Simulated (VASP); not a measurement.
Here is a VASP 6.6.1 calculation.

File INCAR:

```
ALGO     = Normal         # electronic algorithm
EDIFF    = 1E-6           # SCF threshold, eV
ENCUT    = 520            # plane-wave cutoff, eV
GGA      = PE             # functional
ISIF     = 2              # what is computed and relaxed
ISMEAR   = -1             # smearing method
ISYM     = 0            
LASPH    = True           # aspherical terms in the spheres
LCHARG   = False          # write CHGCAR
LREAL    = Auto         
LWAVE    = False          # write WAVECAR
NBANDS   = 65             # bands
NELM     = 100            # most SCF steps
PREC     = Accurate       # precision mode
SIGMA    = 0.1172         # smearing width, eV
```

The input KPOINTS:

```
k-points
0
Gamma
  1 1 1
```

Contents of POSCAR:

```
Si2TeO6
1.0
    6.7408150000     -0.0209520000     -0.0836220000
   -0.0209520000      6.5091140000     -0.1374820000
   -0.0836220000     -0.1374820000      6.2942280000
Te O Si
2 12 4
Direct
    0.0704118823      0.7020369887      0.8039199457
    0.3198962834      0.2018941261      0.9351436229
    0.5755197445      0.4681148492      0.2236993127
    0.7416926293      0.2879548662      0.5189850816
    0.4458027629      0.0243927178      0.7102422216
    0.0322663889      0.0998516728      0.7794320428
    0.8638278720      0.5377188582      0.8636434331
    0.2215096235      0.4183025694      0.7502585149
    0.7091804283      0.1895446610     -0.0318728421
    0.2703669020      0.7454698463      0.0558726672
    0.3939780939      0.7208791964      0.4285305759
    0.1970184182      0.3938307738      0.2099945723
    0.6105862048      0.0190830665      0.3155966097
    0.7847260811      0.7841408246      0.5767623310
    0.6684001908      0.2416372518      0.2272159085
    0.8526342075      0.2882965172      0.7527931240
    0.5722844547      0.8823545034      0.5229669838
    0.3644328286      0.5676533105      0.2133625783
```

Potentials or basis: VASP PAW PBE potentials, release 64 (Te, O, Si).

Run with:

```sh
$ cat potpaw_PBE.64/Te/POTCAR potpaw_PBE.64/O/POTCAR potpaw_PBE.64/Si/POTCAR > POTCAR
$ mpirun -np 1 vasp_gam > vasp.out
```

Question: Predict the band gap on the k mesh.

Answer: 1.32 eV.

Question: Predict the pressure.

Answer: -1.0 GPa.

Stress tensor (GPa, compression positive):
```
-0.54  6.13 -2.30
 6.13  4.18  0.29
-2.30  0.29 -6.51
```

Caveat: the k points lie up to 1.00 Å⁻¹ apart; spin-orbit coupling is left out, which moves the levels of the heavy elements.
